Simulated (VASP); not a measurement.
## V2SiN2: relaxation of cell and atoms with PBE

V2SiN2:

```
CELL_PARAMETERS angstrom
4.03238 0.00000 0.00000
-2.01619 3.49215 0.00000
0.00000 0.00000 2.89883
ATOMIC_POSITIONS crystal
V 0.33333 0.66667 0.25589
V 0.66667 0.33333 0.74411
Si 0.00000 0.00000 0.00000
N 0.33333 0.66667 0.67752
N 0.66667 0.33333 0.32248
```

```json
{"Program": "VASP 6.6.1", "Task": "relaxation of cell and atoms", "Functional": "PBE", "Potentials or basis": "VASP PAW PBE potentials, release 64 (V_sv, Si, N)", "Cutoff": "600 eV", "k mesh": "6 × 6 × 6", "Occupations": "gaussian, width 0.1 eV", "Spin": "collinear spin, antiferromagnetic start", "Starting moments": "[2.0, -2.0, 0.0, 0.0, 0.0] μB", "Dipole correction": "no", "Further INCAR settings": "ALGO = Normal; EDIFF = 1e-07; IBRION = 2; EDIFFG = -0.04; NSW = 90; ISIF = 3"}
```

- Relaxed volume: 11.01 Å³/atom
- Relaxed cell: a = 4.052 Å, b = 4.052 Å, c = 3.871 Å, α = 90.00°, β = 90.00°, γ = 120.00°
- Space group after relaxing (to 0.05 Å): P-3m1 (No. 164)
- Energy gained by relaxing: 5301.4 meV/atom
- Ionic steps: 39
- Pressure after relaxing: -0.1 GPa
- Largest force after relaxing: 0.029 eV/Å
- Band gap on the k mesh: zero (filled and empty bands overlap)
- Net moment: 0.00 μB per cell
- Valence electrons inside the program's atomic spheres: V 11.64; Si 1.69; N 3.62

Forces in eV/Å, atoms in the order of the input:
```
V    0.000  0.000  0.015
V    0.000  0.000 -0.015
Si   0.000  0.000  0.000
N    0.000  0.000  0.029
N    0.000  0.000 -0.029
```

Stress tensor (GPa, compression positive):
```
-0.24  0.00  0.00
 0.00 -0.24  0.00
 0.00  0.00  0.20
```

Step by step:
| step | energy change (eV) | largest force (eV/Å) | pressure (GPa) | volume (Å³) |
| --- | --- | --- | --- | --- |
| 1 | 0.0000 | 46.2857 | 286.59 | 40.82 |
| 2 | 1121.8500 | 2943.9119 | 786.99 | 157.22 |
| 3 | -3.7397 | 47.9197 | 240.03 | 43.63 |
| 4 | -17.2269 | 16.6221 | 129.93 | 46.28 |
| 5 | -21.5824 | 6.9198 | 83.66 | 48.20 |
| 6 | 1149.9717 | 3223.0631 | 1636.77 | 96.06 |
| 7 | 16.7029 | 0.6450 | -114.57 | 131.48 |
| 8 | 13.9861 | 0.7925 | -111.41 | 129.25 |
| 9 | -0.5987 | 25.7684 | -26.57 | 112.10 |
| 10 | -0.4440 | 2.1617 | -82.30 | 117.21 |
| 11 | -2.2294 | 9.8638 | -53.30 | 114.03 |
| 12 | -26.3899 | 0.6615 | 5.33 | 55.59 |
| 13 | -26.2441 | 1.4697 | -5.09 | 57.81 |
| 14 | -26.3629 | 1.1281 | 0.05 | 56.58 |
| 15 | -26.4260 | 0.7498 | -1.66 | 57.37 |
| 16 | -26.4446 | 0.3918 | -2.89 | 58.12 |
| 17 | -26.4504 | 0.3063 | 3.58 | 56.27 |
| 18 | -26.4614 | 0.0885 | 0.56 | 57.08 |
| 19 | -26.4639 | 0.2498 | -0.91 | 57.04 |
| 20 | -26.4652 | 0.1773 | -0.39 | 57.05 |
| 21 | -26.4682 | 0.1504 | -0.21 | 56.83 |
| 22 | -26.4741 | 0.1379 | 0.20 | 56.31 |
| 23 | -26.4851 | 0.3746 | 1.39 | 55.26 |
| 24 | -26.4420 | 0.8531 | 6.11 | 53.18 |
| 25 | -26.4864 | 0.4350 | 1.79 | 55.01 |
| 26 | -26.4872 | 0.4362 | 1.76 | 54.98 |
| 27 | -26.4894 | 0.4390 | 1.69 | 54.90 |
| 28 | -26.4924 | 0.4416 | 1.59 | 54.72 |
| 29 | -26.4926 | 0.4428 | 1.52 | 54.36 |
| 30 | -26.4935 | 0.4431 | 1.51 | 54.53 |
| 31 | -26.4958 | 0.4005 | 1.20 | 54.60 |
| 32 | -26.5008 | 0.2767 | 0.26 | 54.82 |
| 33 | -26.5024 | 0.1087 | -1.54 | 55.24 |
| 34 | -26.5031 | 0.1230 | -0.94 | 55.09 |
| 35 | -26.5049 | 0.0845 | -0.60 | 55.05 |
| 36 | -26.5065 | 0.0870 | 0.20 | 54.94 |
| 37 | -26.5065 | 0.0863 | 0.17 | 54.95 |
| 38 | -26.5068 | 0.0684 | 0.11 | 54.97 |
| 39 | -26.5070 | 0.0285 | -0.09 | 55.04 |

Final structure:
```
V Si N
1.0
     4.05182    0.00000    0.00000
    -2.02591    3.50898    0.00000
     0.00000    0.00000    3.87147
V Si N
2 1 2
Cartesian
  0.0000 2.3393 0.9398
  2.0259 1.1697 2.9317
  0.0000 0.0000 0.0000
  0.0000 2.3393 2.8382
  2.0259 1.1697 1.0333
```

Levels at points of the mesh, in eV from the Fermi level:
Spin up:
```
           k point  band 18  band 19  band 20  band 21  band 22  band 23
(0.00, 0.00, 0.00)    -1.27    -1.27     0.04     0.04     0.63     1.48
(0.50, 0.00, 0.00)    -2.24    -0.79    -0.47    -0.30     0.78     0.82
(0.00, 0.00, 0.50)    -2.05     0.02     0.02     0.44     0.44     1.83
(0.50, 0.00, 0.50)    -1.74    -0.90     0.15     0.80     1.50     1.58
```
Spin down:
| k point | band 17 | band 18 | band 19 | band 20 | band 21 | band 22 | band 23 | band 24 |
| --- | --- | --- | --- | --- | --- | --- | --- | --- |
| (0.00, 0.00, 0.00) | -1.88 | -1.27 | -1.27 | 0.04 | 0.04 | 0.63 | 1.48 | 1.48 |
| (0.50, 0.00, 0.00) | -2.50 | -2.24 | -0.79 | -0.47 | -0.30 | 0.78 | 0.82 | 1.04 |
| (0.00, 0.00, 0.50) | -4.47 | -2.05 | 0.02 | 0.02 | 0.44 | 0.44 | 1.83 | 1.83 |
| (0.50, 0.00, 0.50) | -2.69 | -1.74 | -0.90 | 0.15 | 0.80 | 1.50 | 1.58 | 1.79 |

It took 37 min on 1 thread of Intel(R) Xeon(R) Platinum 8259CL CPU @ 2.50GHz (Skylake/Cascade Lake), with other jobs on the host, peak memory 0.24 GiB.

Caveat: the k points lie up to 0.30 Å⁻¹ apart in the final cell; the volume moved by over 15 % at a fixed basis, so the end points are rough. With open d or f shells a metallic result of PBE can be an artefact of self-interaction; +U or a hybrid may open a gap.
